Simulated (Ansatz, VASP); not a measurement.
# Two plane-wave programs on Sn2Te3Se

```
Sn Te Se
1.0
     5.18820    0.00000    0.00000
    -2.59410    4.49312    0.00000
     0.00000    0.00000    8.12757
Sn Te Se
2 3 1
Direct
  0.33333 0.66667 0.50000
  0.66667 0.33333 0.50000
  0.33333 0.66667 0.00000
  0.66667 0.33333 0.00000
  0.00000 0.00000 0.50000
  0.00000 0.00000 0.00000
```

Alike in both runs: task relaxation of cell and atoms; functional PBE; k mesh 6 × 6 × 2; occupations gaussian, width 0.1 eV; no spin polarisation.

|  | VASP | Ansatz |
| --- | --- | --- |
| version | VASP 6.6.1 | Ansatz 0.2.0 |
| potentials or method | VASP PAW PBE potentials, release 64 (Sn_d, Te, Se), cutoff 600 eV | scalar-relativistic, plane waves, PAW |
| valence electrons in the cell | 52 | 92 |

Ansatz gave:

* gap on the k mesh at the Fermi level, each at its own relaxed structure (eV): none
* relaxed volume (Å³/atom): 29.64
* relaxed length of the cell vector where the two differ most in proportion (Å): 6.498

Problem. What did VASP give for the same quantities?

Solution. gap on the k mesh at the Fermi level, each at its own relaxed structure (eV): none; relaxed volume (Å³/atom): 29.51; relaxed length of the cell vector where the two differ most in proportion (Å): 6.462.

A gap of «none» marks a metal or a gap that the smearing closes. VASP's potentials hold 52 valence electrons a cell and Ansatz's 92, so a difference there can come from the potentials and not from the codes.

The k mesh is coarse, so the values compare programs but aren't converged. Spin-orbit coupling is off throughout.
